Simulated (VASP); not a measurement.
A run of VASP 6.6.1 is set up as follows.

Contents of INCAR:

```
SYSTEM = Rh
ALGO = Normal
EDIFF = 1E-7
ENCUT = 520
GGA = PS
ISIF = 2
ISMEAR = -1
LASPH = .True.
LCHARG = .True.
LELF = .True.
LREAL = .False.
LVHAR = .True.
LWAVE = .False.
NBANDS = 14
NELM = 60
PREC = Accurate
SIGMA = 0.05
```

The input KPOINTS:

```
k-points
0
Gamma
  17 17 17
  0 0 0
```

Contents of POSCAR:

```
Rh
1.0
    0.0000000000      1.6939703119      1.6939703119
    1.6939703119      0.0000000000      1.6939703119
    1.6939703119      1.6939703119      0.0000000000
Rh
1
Direct
    0.0000000000      0.0000000000      0.0000000000
```

Potentials or basis: VASP PAW PBE potentials, release 64 (Rh_pv).

The run is started by

```console
$ cat potpaw_PBE.64/Rh_pv/POTCAR > POTCAR
$ mpirun -np 1 vasp_std > vasp.out
```

(1) Predict the pressure.

## Answers

(1) 220.0 GPa.

Caveat: the PAW data sets were made with another functional, which shifts forces and pressure a little.
